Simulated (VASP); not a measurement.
# HfCl6 (P1) in VASP: single point with PBE

Aim: the single point of HfCl6 with PBE.

Everything below comes from runs of VASP 6.6.1. Logs are shortened: lines on timing, memory, paths and dates and some standing lists are left out, and cuts for length are marked.

## Step 1: The cell of the first run

The typed cell holds 14 atoms: a = 6.319 Å, b = 8.276 Å, c = 11.630 Å, α = 92.86°, β = 108.40°, γ = 90.21°.

## Step 2: Single point, PBE

File INCAR:

```
PREC = Accurate
ENCUT = 520
EDIFF = 1E-6
ISMEAR = 0
SIGMA = 0.1
LREAL = False
LASPH = True
NELM = 100
ALGO = Normal
ISIF = 2
LWAVE = False
LCHARG = False
GGA = PE
NBANDS = 65
```

File KPOINTS:

```
Automatic mesh
0
Gamma
  2 2 2
```

File POSCAR:

```
HfCl6
1.0
    1.4058052347      0.0187745997     -6.1609733312
    0.2118327187     -8.2733090782      0.0544565847
  -11.5715993277      0.2910694533      1.1267634645
Hf Cl
2 12
Direct
    0.2552031377      0.1520983943      1.0044413933
    0.7477046194      0.8580216081      0.9939884297
    0.7762960100      0.7787186140      0.5305680498
    0.6563099862      0.6078078137      0.3967623433
    0.2390673653      0.1800015442      0.4865102782
    0.3118471265      0.3832523006      0.5937314097
    0.4803346637      0.3332358099      0.1519107266
    0.0420671206      0.3333143509      0.8722296404
    1.0017245099      0.1013390467      0.1263557238
    0.5068551994      0.1008741242      0.8797675444
    0.5241130625      0.6764079730      0.8465634587
    0.9610312568      0.6772551155      0.1267487960
    0.0014650176      0.9087021317      0.8718566905
    0.4959809244      0.9089711731      0.1185655158
```

Potentials or basis: VASP PAW PBE potentials, release 64 (Hf_pv, Cl).

On the command line:

```
cat potpaw_PBE.64/Hf_pv/POTCAR potpaw_PBE.64/Cl/POTCAR > POTCAR
mpirun -np 1 vasp_std > vasp.out
```

OUTCAR:

```text
PREC = Accurate
   ENCUT = 520
   EDIFF = 1E-6
   ISMEAR = 0
   LREAL = False
   LASPH = True
   NELM = 100
   ISIF = 2
   GGA = PE

 ion  position               nearest neighbor table
   1  0.255  0.152  0.004-   8 2.32   7 2.32  10 2.49   9 2.50  13 2.67  14 2.67
   2  0.748  0.858  0.994-  12 2.32  11 2.32  14 2.49  13 2.50   9 2.67  10 2.67
   3  0.776  0.779  0.531-   4 2.01
   4  0.656  0.608  0.397-   3 2.01
   5  0.239  0.180  0.487-   6 2.00
   6  0.312  0.383  0.594-   5 2.00
   7  0.480  0.333  0.152-   1 2.32
   8  0.042  0.333  0.872-   1 2.32
   9  0.002  0.101  0.126-   1 2.50   2 2.67
  10  0.507  0.101  0.880-   1 2.49   2 2.67
  11  0.524  0.676  0.847-   2 2.32
  12  0.961  0.677  0.127-   2 2.32
  13  0.001  0.909  0.872-   2 2.50   1 2.67
  14  0.496  0.909  0.119-   2 2.49   1 2.67

  LATTYP: Found a triclinic cell.
 ALAT       =    11.3482439990
 B/A-ratio  =     0.5568574189
 C/A-ratio  =     0.7292934234
 COS(alpha) =     0.0036909603
 COS(beta)  =     0.0531410941
 COS(gamma) =     0.2332936917

  Lattice vectors:

 A1 = (  10.1657940930,  -0.3098440530,   5.0342098667)
 A2 = (  -1.4058052347,  -0.0187745997,   6.1609733312)
 A3 = (   0.2118327187,  -8.2733090782,   0.0544565847)

Analysis of symmetry for initial positions (statically):
=====================================================================
 Subroutine PRICEL returns:
 Original cell was already a primitive cell.

 Routine SETGRP: Setting up the symmetry group for a
 triclinic supercell.

 Subroutine GETGRP returns: Found  1 space group operations
 (whereof  1 operations were pure point group operations)
 out of a pool of  2 trial point group operations.

The static configuration has the point symmetry C_1 .

Analysis of symmetry for dynamics (positions and initial velocities):
=====================================================================
 Subroutine PRICEL returns:
 Original cell was already a primitive cell.

 Routine SETGRP: Setting up the symmetry group for a
 triclinic supercell.

 Subroutine GETGRP returns: Found  1 space group operations
 (whereof  1 operations were pure point group operations)
 out of a pool of  2 trial point group operations.

The dynamic configuration has the point symmetry C_1 .

 Subroutine INISYM returns: Found  1 space group operations
 (whereof  1 operations are pure point group operations),
 and found     1 'primitive' translations

----------------------------------------------------------------------------------------

                                     Primitive cell

  volume of cell :     576.2999

  direct lattice vectors                    reciprocal lattice vectors
     1.405805235  0.018774600 -6.160973331    -0.016203219 -0.001507609 -0.166013845
     0.211832719 -8.273309078  0.054456585    -0.003148405 -0.120958388 -0.001087002
   -11.571599328  0.291069453  1.126763464    -0.088444603 -0.002397452 -0.020188514

  length of vectors
     6.319353862  8.276199715 11.629971123     0.166809514  0.121004238  0.090751152

  position of ions in fractional coordinates (direct lattice)
     0.255203138  0.152098394  0.004441393
     0.747704619  0.858021608  0.993988430
     0.776296010  0.778718614  0.530568050
     0.656309986  0.607807814  0.396762343
     0.239067365  0.180001544  0.486510278
     0.311847126  0.383252301  0.593731410
     0.480334664  0.333235810  0.151910727
     0.042067121  0.333314351  0.872229640
     0.001724510  0.101339047  0.126355724
     0.506855199  0.100874124  0.879767544
     0.524113062  0.676407973  0.846563459
     0.961031257  0.677255116  0.126748796
     0.001465018  0.908702132  0.871856691
     0.495980924  0.908971173  0.118565516

  ion indices of the primitive-cell ions
   primitive index   ion index
                 1           1
                 2           2
                 3           3
                 4           4
                 5           5
                 6           6
                 7           7
                 8           8
                 9           9
                10          10
                11          11
                12          12
                13          13
                14          14

----------------------------------------------------------------------------------------

 KPOINTS: Automatic mesh

Automatic generation of k-mesh.
 Grid dimensions read from file:
 generate k-points for:    2    2    2

 Generating k-lattice:

  Cartesian coordinates                     Fractional coordinates (reciprocal lattice)
    -0.008101609 -0.000753805 -0.083006923     0.500000000  0.000000000 -0.000000000
    -0.001574203 -0.060479194 -0.000543501     0.000000000  0.500000000  0.000000000
    -0.044222301 -0.001198726 -0.010094257     0.000000000  0.000000000  0.500000000

  Length of vectors
     0.083404757  0.060502119  0.045375576

  Shift w.r.t. Gamma in fractional coordinates (k-lattice)
     0.000000000  0.000000000  0.000000000

 Subroutine IBZKPT returns following result:
 ===========================================

 Found      8 irreducible k-points:

 Following reciprocal coordinates:
            Coordinates               Weight
  0.000000  0.000000  0.000000      1.000000
  0.500000  0.000000 -0.000000      1.000000
  0.000000  0.500000 -0.000000      1.000000
  0.500000  0.500000 -0.000000      1.000000
  0.000000  0.000000  0.500000      1.000000
  0.500000  0.000000  0.500000      1.000000
  0.000000  0.500000  0.500000      1.000000
  0.500000  0.500000  0.500000      1.000000
   k-points           NKPTS =      8   k-points in BZ     NKDIM =      8   number of bands    NBANDS=     65
   number of dos      NEDOS =    301   number of ions     NIONS =     14
   total plane-waves  NPLWV = 276480
   dimension x,y,z NGX =    48 NGY =   64 NGZ =   90
   dimension x,y,z NGXF=    96 NGYF=  128 NGZF=  180
   ions per type =               2  12
   NGX,Y,Z   is equivalent  to a cutoff of  12.63, 12.86, 12.87 a.u.
   NGXF,Y,Z  is equivalent  to a cutoff of  25.26, 25.71, 25.73 a.u.
 SYSTEM =  unknown system
   PREC   = accura    normal or accurate (medium, high low for compatibility)
   ISTART =      0    job   : 0-new  1-cont  2-samecut
   ICHARG =      2    charge: 1-file 2-atom 10-const
   ISPIN  =      1    spin polarized calculation?
   LNONCOLLINEAR =      F non collinear calculations
   LSORBIT =      F    spin-orbit coupling
   LASPH  =      T    aspherical Exc in radial PAW
   ENCUT  =  520.0 eV  38.22 Ry    6.18 a.u.  11.75 15.39 21.62*2*pi/ulx,y,z
   NELM   =    100;   NELMIN=  2; NELMDL= -5     # of ELM steps
   EDIFF  = 0.1E-05   stopping-criterion for ELM
   LREAL  =      F    real-space projection
   EDIFFG = 0.1E-04   stopping-criterion for IOM
   NSW    =      0    number of steps for IOM
   IBRION =     -1    ionic relax: 0-MD 1-quasi-New 2-CG
   NFREE  =      0    steps in history (QN), initial steepest desc. (CG)
   ISIF   =      2    stress and relaxation
   ISYM   =      2    0-nonsym 1-usesym 2-fastsym
   POTIM  = 0.5000    time-step for ionic-motion
   TEBEG  =    0.0;   TEEND  =   0.0 temperature during run
   PSTRESS=    0.0 pullay stress
   NELECT =     104.0000    total number of electrons
   NUPDOWN=      -1.0000    fix difference up-down
   EMIN   =  10.00;   EMAX   =-10.00  energy-range for DOS
   EFERMI =   0.00;   METHOD = LEGACY
   ISMEAR =     0;   SIGMA  =   0.10  broadening in eV -4-tet -1-fermi 0-gaus
   EFERMI_NEDOS =   21; number of points for ismear=-14 and -15
   IALGO  =     38    algorithm
   IMIX   =      4    mixing-type and parameters
     AMIX     =   0.40;   BMIX     =  1.00
     AMIX_MAG =   1.60;   BMIX_MAG =  1.00
  volume/ion in A,a.u.               =      41.16       277.79
  Fermi-wavevector in a.u.,A,eV,Ry     =   0.925131  1.748244 11.644775  0.855867
  Thomas-Fermi vector in A             =   2.050952
   LORBIT       =      0    0 simple, 1 ext, 2 COOP (PROOUT), +10 PAW based schemes
   GGA     = PE    functional components
   LHFCALC =     F    Hartree Fock is set to
   AEXX    =    0.0000 exact exchange contribution
   IVDW    =     0    specifies the selected vdW correction
   LEPSILON=     F    determine dielectric tensor
   LRPA    =     F    only Hartree local field effects (RPA)
 non-spin polarized calculation
 Gauss-broadening in eV      SIGMA  =   0.10
  energy-cutoff  :      520.00
  volume of cell :      576.30
 maximum number of plane-waves:     15548
 NGX is ok and might be reduce to    48
   NGX = 23   NGY = 31   NGZ = 43

 number of electron     104.0000000 magnetization

 Free energy of the ion-electron system (eV)
  ---------------------------------------------------
  ext. energy  EPLUGINS =         0.00000000
  ---------------------------------------------------
  free energy    TOTEN  =       -60.24062156 eV

  energy without entropy =      -60.24062156  energy(sigma->0) =      -60.24062156

 E-fermi :  -1.8540     XC(G=0):  -6.2983

 val. band max:       -2.3882495814   @ k =   0.5000   0.5000   0.5000
 cond. band min:       0.4881617453   @ k =   0.0000   0.5000  -0.0000
 fundamental gap:      2.8764113266
 Fermi energy:        -1.8539965897

 k-point     1 :       0.0000    0.0000    0.0000
  band No.  band energies     occupation
      1     -33.0837      2.00000
      2     -33.0591      2.00000
      3     -33.0480      2.00000
      4     -33.0306      2.00000
      5     -33.0139      2.00000
      6     -33.0087      2.00000
[... 56 lines left out ...]
     63       3.3451      0.00000
     64       3.5930      0.00000

 k-point     2 :       0.5000    0.0000   -0.0000
  band No.  band energies     occupation
      1     -33.0774      2.00000
      2     -33.0744      2.00000
      3     -33.0363      2.00000
      4     -33.0326      2.00000
      5     -33.0146      2.00000
      6     -33.0089      2.00000
[... 56 lines left out ...]
     63       3.7317      0.00000
     64       3.7369      0.00000

 k-point     3 :       0.0000    0.5000   -0.0000
  band No.  band energies     occupation
      1     -33.0837      2.00000
      2     -33.0591      2.00000
      3     -33.0480      2.00000
      4     -33.0306      2.00000
      5     -33.0139      2.00000
      6     -33.0088      2.00000
[... 56 lines left out ...]
     63       3.3876      0.00000
     64       3.5367      0.00000

 k-point     4 :       0.5000    0.5000   -0.0000
  band No.  band energies     occupation
      1     -33.0774      2.00000
      2     -33.0744      2.00000
      3     -33.0363      2.00000
      4     -33.0326      2.00000
      5     -33.0146      2.00000
      6     -33.0089      2.00000
[... 56 lines left out ...]
     63       3.6238      0.00000
     64       3.6567      0.00000

 k-point     5 :       0.0000    0.0000    0.5000
  band No.  band energies     occupation
      1     -33.0837      2.00000
      2     -33.0591      2.00000
      3     -33.0480      2.00000
      4     -33.0306      2.00000
      5     -33.0139      2.00000
      6     -33.0088      2.00000
[... 56 lines left out ...]
     63       3.3660      0.00000
     64       3.6628      0.00000

 k-point     6 :       0.5000    0.0000    0.5000
  band No.  band energies     occupation
      1     -33.0774      2.00000
      2     -33.0744      2.00000
      3     -33.0363      2.00000
      4     -33.0326      2.00000
      5     -33.0146      2.00000
      6     -33.0089      2.00000
[... 56 lines left out ...]
     63       3.7152      0.00000
     64       3.7299      0.00000

 k-point     7 :       0.0000    0.5000    0.5000
  band No.  band energies     occupation
      1     -33.0837      2.00000
      2     -33.0591      2.00000
      3     -33.0480      2.00000
      4     -33.0306      2.00000
      5     -33.0139      2.00000
      6     -33.0087      2.00000
[... 56 lines left out ...]
     63       3.4169      0.00000
     64       3.4567      0.00000

 k-point     8 :       0.5000    0.5000    0.5000
  band No.  band energies     occupation
      1     -33.0774      2.00000
      2     -33.0744      2.00000
      3     -33.0363      2.00000
      4     -33.0326      2.00000
      5     -33.0146      2.00000
      6     -33.0089      2.00000
[... 56 lines left out ...]
     63       3.6290      0.00000
     64       3.6721      0.00000
 [bands above 64 left out]

------------------------ aborting loop because EDIFF is reached ----------------------------------------

  FORCE on cell =-STRESS in cart. coord.  units (eV):
  Direction    XX          YY          ZZ          XY          YZ          ZX
  --------------------------------------------------------------------------------------
  -------------------------------------------------------------------------------------
  Total       -1.0804405     -1.1214409     -0.9359704     -0.2987711     -0.0840583     -0.1435784
  in kB       -3.0037439     -3.1177295     -2.6021012     -0.8306167     -0.2336914     -0.3991638
  external PRESSURE =      -2.9078582 kB  Pullay stress =       0.0000000 kB

 VOLUME and BASIS-vectors are now :
 -----------------------------------------------------------------------------
  energy-cutoff  :      520.00
  volume of cell :      576.30
      direct lattice vectors                 reciprocal lattice vectors
     1.405805235  0.018774600 -6.160973331    -0.016203219 -0.001507609 -0.166013845
     0.211832719 -8.273309078  0.054456585    -0.003148405 -0.120958388 -0.001087002
   -11.571599328  0.291069453  1.126763464    -0.088444603 -0.002397452 -0.020188514

 POSITION                                       TOTAL-FORCE (eV/Angst)
 -----------------------------------------------------------------------------------
      0.33959     -1.25227     -1.55901         0.007145     -0.034089     -0.003422
    -10.26915     -6.79532     -3.43987        -0.006383      0.042034      0.003528
     -4.88324     -6.27357     -4.14251         0.115443      0.115144      0.049536
     -3.53978     -4.90077     -3.56335        -0.116106     -0.115503     -0.054106
     -5.25549     -1.34311     -0.91490        -0.098525     -0.137574     -0.024944
     -6.35084     -2.99209     -1.23142         0.096541      0.138233      0.025670
     -1.01200     -2.70373     -2.77001         0.057502      0.055521      0.050768
     -9.96335     -2.50294      0.74177        -0.059353      0.072865     -0.049394
     -1.43825     -0.80160      0.13727         0.071859      0.018661     -0.030582
     -9.44641     -0.56897     -2.12594        -0.057280      0.018230      0.027553
     -8.91601     -5.33988     -2.23833        -0.057754     -0.058269     -0.050077
      0.02780     -5.54821     -5.74119         0.062699     -0.074437      0.051202
     -9.89422     -7.26418      1.02284        -0.071970     -0.020797      0.029760
     -0.48219     -7.47638     -2.87263         0.056181     -0.020018     -0.025491
 -----------------------------------------------------------------------------------
    total drift:                               -0.000395      0.000133      0.000070

  FREE ENERGIE OF THE ION-ELECTRON SYSTEM (eV)
  ---------------------------------------------------
  free  energy   TOTEN  =       -60.2406215600 eV

  energy  without entropy=      -60.2406215600  energy(sigma->0) =      -60.24062156
```

It took 4.7 min on 1 thread of AMD EPYC 9R45 (Zen 5), shared host; peak memory 0.67 GiB.

What came out:

* Free energy: -60.2406 eV
* Pressure: -0.3 GPa
* Largest force: 0.172 eV/Å
* Band gap on the k mesh: 2.88 eV, indirect (least direct gap 2.91 eV)

Forces on the atoms (eV/Å):
```
Hf   0.007 -0.034 -0.003
Hf  -0.006  0.042  0.004
Cl   0.115  0.115  0.050
Cl  -0.116 -0.116 -0.054
Cl  -0.099 -0.138 -0.025
Cl   0.097  0.138  0.026
Cl   0.058  0.056  0.051
Cl  -0.059  0.073 -0.049
Cl   0.072  0.019 -0.031
Cl  -0.057  0.018  0.028
Cl  -0.058 -0.058 -0.050
Cl   0.063 -0.074  0.051
Cl  -0.072 -0.021  0.030
Cl   0.056 -0.020 -0.025
```

Stress tensor (GPa, compression positive):
```
-0.30 -0.08 -0.04
-0.08 -0.31 -0.02
-0.04 -0.02 -0.26
```

Levels at points of the mesh, in eV from the valence-band top:
| k point | band 50 | band 51 | band 52 | band 53 | band 54 | band 55 |
| --- | --- | --- | --- | --- | --- | --- |
| (0.00, 0.00, 0.00) | -0.09 | -0.06 | 0.00 | 2.92 | 2.95 | 3.34 |
| (0.50, 0.00, 0.00) | -0.08 | -0.07 | -0.04 | 2.90 | 2.93 | 3.35 |
| (0.00, 0.50, 0.00) | -0.08 | -0.06 | -0.04 | 2.88 | 2.93 | 3.30 |
| (0.50, 0.50, 0.00) | -0.11 | -0.04 | 0.00 | 2.92 | 2.93 | 3.36 |
| (0.00, 0.00, 0.50) | -0.09 | -0.06 | 0.00 | 2.91 | 2.92 | 3.36 |
| (0.50, 0.00, 0.50) | -0.08 | -0.07 | -0.04 | 2.91 | 2.94 | 3.34 |
| (0.00, 0.50, 0.50) | -0.09 | -0.05 | -0.04 | 2.90 | 2.94 | 3.29 |
| (0.50, 0.50, 0.50) | -0.12 | -0.04 | 0.00 | 2.91 | 2.92 | 3.36 |

Caveat: the k points lie up to 0.52 Å⁻¹ apart; spin-orbit coupling is left out, which moves the levels of the heavy elements. A k mesh can miss the band edges.
